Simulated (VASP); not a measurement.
# Be16P in VASP: a series of runs, part 2 of 2

VASP 6.6.1. Earlier steps stand in the parts before.

## Step 4: Single point, PBEsol

Input file INCAR:

```
SYSTEM = Be16P
ALGO = Normal
EDIFF = 1E-6
ENCUT = 520
GGA = PS
ISIF = 2
ISMEAR = -1
LASPH = .TRUE.
LCHARG = .FALSE.
LREAL = Auto
LWAVE = .FALSE.
NBANDS = 32
NELM = 100
PREC = Accurate
SIGMA = 0.15
```

Input file KPOINTS:

```
k-points
0
G
  5 5 1
  0 0 0
```

Input file POSCAR:

```
Be16P
1.0
    4.5800000000      0.0000000000      0.0000000000
    2.2900000000      3.9663960000      0.0000000000
    0.0000000000      0.0000000000     16.3826450000
Be P
16 1
Direct
   -0.1666666667      0.3333333333      0.0610402044
    0.3333333333      0.3333333333      0.0610402044
   -0.1666666667      0.8333333333      0.0610402044
    0.3333333333      0.8333333333      0.0610402044
    0.0000684828      0.0000695846      0.1750311381
    0.5014006904     -0.0026830402      0.1724184343
   -0.0026819667      0.5013979946      0.1724192888
    0.5013233273      0.5013205943      0.1723838855
   -0.1638586222      0.3279329648      0.2855898422
    0.3334895171      0.3334838478      0.2792097979
   -0.1636965658      0.8362926949      0.2855979605
    0.3279370155      0.8361368860      0.2855879499
    0.0003134183      0.0003211984      0.4033932250
    0.4997370742      0.0013891704      0.3918948985
    0.0013985578      0.4997216617      0.3919016130
    0.4994180136      0.4994312217      0.3919348799
    0.3326615957      1.3327549745      0.4923552332
```

Potentials or basis: VASP PAW PBE potentials, release 64 (Be, P).

Run with:

```bash
$ cat potpaw_PBE.64/Be/POTCAR potpaw_PBE.64/P/POTCAR > POTCAR
$ mpirun -np 1 vasp_std > vasp.out
```

OUTCAR:

```text
SYSTEM = Be16P
   EDIFF = 1E-6
   ENCUT = 520
   GGA = PS
   ISIF = 2
   ISMEAR = -1
   LASPH = .TRUE.
   LREAL = Auto
   NELM = 100
   PREC = Accurate

 ion  position               nearest neighbor table
   1  0.833  0.333  0.061-   8 2.25   7 2.25   5 2.29   3 2.29   3 2.29   4 2.29   4 2.29   2 2.29
                             2 2.29
   2  0.333  0.333  0.061-   8 2.26   6 2.26   7 2.26   4 2.29   3 2.29   4 2.29   3 2.29   1 2.29
                             1 2.29
   3  0.833  0.833  0.061-   6 2.25   7 2.25   5 2.29   1 2.29   1 2.29   2 2.29   2 2.29   4 2.29
                             4 2.29
   4  0.333  0.833  0.061-   8 2.25   6 2.25   5 2.29   2 2.29   1 2.29   2 2.29   1 2.29   3 2.29
                             3 2.29
   5  0.000  0.000  0.175-  11 2.23  12 2.23   9 2.23   1 2.29   4 2.29   3 2.29   7 2.29   6 2.29
                             8 2.29   8 2.29   6 2.29   7 2.29
   6  0.501  0.997  0.172-  10 2.20   3 2.25   4 2.25   2 2.26   7 2.27   8 2.27  12 2.28  11 2.28
                             5 2.29   5 2.29   8 2.31   7 2.31
   7  0.997  0.501  0.172-  10 2.20   3 2.25   1 2.25   2 2.26   6 2.27   8 2.27   9 2.28  11 2.28
                             5 2.29   5 2.29   8 2.31   6 2.31
[... 234 lines left out ...]
      4      -5.8722      2.00000
      5      -3.6101      2.00000
      6      -3.6100      2.00000
[... 418 lines left out ...]
     29       5.8869      0.00000
     30       6.0855      0.00000
 [bands above 30 left out]

------------------------ aborting loop because EDIFF is reached ----------------------------------------

  FORCE on cell =-STRESS in cart. coord.  units (eV):
  Direction    XX          YY          ZZ          XY          YZ          ZX
  --------------------------------------------------------------------------------------
  -------------------------------------------------------------------------------------
  Total       -9.3015414     -9.2691399      0.2867470     -0.0306805     -0.0000161      0.0036357
  in kB      -50.0748822    -49.9004484      1.5437035     -0.1651687     -0.0000866      0.0195728
  external PRESSURE =     -32.8105424 kB  Pullay stress =       0.0000000 kB

 VOLUME and BASIS-vectors are now :
 -----------------------------------------------------------------------------
  energy-cutoff  :      520.00
  volume of cell :      297.61
      direct lattice vectors                 reciprocal lattice vectors
     4.580000000  0.000000000  0.000000000     0.218340611 -0.126059022  0.000000000
     2.290000000  3.966396000  0.000000000     0.000000000  0.252118044  0.000000000
     0.000000000  0.000000000 16.382645000     0.000000000  0.000000000  0.061040204

 POSITION                                       TOTAL-FORCE (eV/Angst)
 -----------------------------------------------------------------------------------
      4.58000      1.32213      1.00000         0.000165     -0.041790      0.055031
      2.29000      1.32213      1.00000         0.000156      0.000091     -0.216397
      5.72500      3.30533      1.00000         0.037644      0.021740      0.056289
      3.43500      3.30533      1.00000        -0.036100      0.021044      0.054968
      0.00047      0.00028      2.86747        -0.001305     -0.000771     -0.000544
      4.58027      3.95575      2.82467         0.000460      0.000975      0.004122
[... 9 lines left out ...]
      3.43103      1.98094      6.42093         0.007123      0.003915      0.007074
      2.28560      1.31984      8.06608         0.012134      0.005547      0.043301
 -----------------------------------------------------------------------------------
    total drift:                               -0.000461     -0.000441      0.000185

  FREE ENERGIE OF THE ION-ELECTRON SYSTEM (eV)
  ---------------------------------------------------
  free  energy   TOTEN  =       -65.8182439450 eV

  energy  without entropy=      -65.5249548346  energy(sigma->0) =      -65.67159939
```

OSZICAR:

```text
N       E                     dE             d eps       ncg     rms          rms(c)
DAV:   1     0.893338749941E+02    0.89334E+02   -0.12921E+04   832   0.887E+02
DAV:   2    -0.600021071478E+02   -0.14934E+03   -0.14298E+03  1064   0.169E+02
DAV:   3    -0.686611273826E+02   -0.86590E+01   -0.84238E+01  1136   0.373E+01
[... 13 lines left out ...]
DAV:  17    -0.658182158671E+02   -0.27338E-03   -0.43778E-05   976   0.285E-02    0.340E-03
DAV:  18    -0.658182399315E+02   -0.24064E-04   -0.71263E-06   952   0.123E-02    0.313E-03
DAV:  19    -0.658182423812E+02   -0.24497E-05   -0.64868E-07   856   0.352E-03    0.118E-03
DAV:  20    -0.658182437469E+02   -0.13656E-05   -0.37974E-07   744   0.232E-03    0.578E-04
DAV:  21    -0.658182439450E+02   -0.19814E-06   -0.64038E-08   736   0.111E-03
   1 F= -.65818244E+02 E0= -.65671599E+02  d E =-.293289E+00
```

Run time: 4.7 min. Hardware: 1 thread of Intel Xeon Platinum 8259CL at 2.50GHz (Skylake/Cascade Lake), shared host; peak memory 0.42 GiB.

Results:

| Property | Result |
| --- | --- |
| Free energy | -65.8182 eV |
| Largest force | 0.216 eV/Å |

Forces on the atoms (eV/Å):
```
Be   0.000 -0.042  0.055
Be   0.000  0.000 -0.216
Be   0.038  0.022  0.056
Be  -0.036  0.021  0.055
Be  -0.001 -0.001 -0.001
Be   0.000  0.001  0.004
Be   0.001  0.000  0.004
Be   0.004  0.002  0.008
Be   0.003  0.003  0.000
Be  -0.004 -0.002 -0.002
Be  -0.006 -0.003  0.000
Be   0.004  0.001  0.000
Be   0.005  0.002  0.011
Be  -0.005 -0.021 -0.012
Be  -0.022  0.007 -0.014
Be   0.007  0.004  0.007
P    0.012  0.006  0.043
```

Caveat: the PAW data sets were made with another functional, which shifts forces and pressure a little.
